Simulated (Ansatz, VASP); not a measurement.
**Si3N4 in VASP and in Ansatz**

```xyz
14
Lattice="7.6817 0.0000 0.0000 -3.8409 6.6526 0.0000 0.0000 0.0000 2.8948" Properties=species:S:1:pos:R:3 pbc="T T T"
Si   -1.3966    5.4775    2.1711
Si    2.2397    1.5293    0.7237
Si    4.0454    3.9483    0.7237
Si   -0.2045    2.7043    2.1711
Si    1.6011    5.1233    2.1711
Si    5.2375    1.1750    0.7237
N     0.0000    4.4350    2.1711
N     3.8409    2.2175    0.7237
N     4.8697    4.4537    2.1711
N    -1.4222    6.4441    0.7237
N     2.4510    4.6621    0.7237
N     1.3899    1.9904    2.1711
N    -1.0288    2.1989    0.7237
N     5.2630    0.2085    2.1711
```

Change from the starting cell: epitaxial_xy strain +1.0%.

Alike in both runs: task single point; functional r2SCAN; k mesh 6 × 6 × 8; no spin polarisation.

```csv
,VASP,Ansatz
version,VASP 6.6.1,Ansatz 0.2.0
potentials or method,"VASP PAW PBE potentials, release 64 (Si, N)","plane waves, PAW"
plane-wave cutoff (eV),520,500
occupations,"gaussian, width 0.01 eV",fixed
valence electrons in the cell,64,64
```

VASP gave:

| Property | Result |
| --- | --- |
| gap on the k mesh at the Fermi level (eV) | 5.16 |
| pressure (GPa) | -4.0 |
| traceless stress, the component that is largest in VASP (GPa) | 3.85 |

Problem. Estimate Ansatz's values.

Solution. gap on the k mesh at the Fermi level (eV): 5.16; pressure (GPa): -3.9; traceless stress, the component that is largest in VASP (GPa): 3.85.

VASP's potentials were made for PBE, not for r2SCAN.
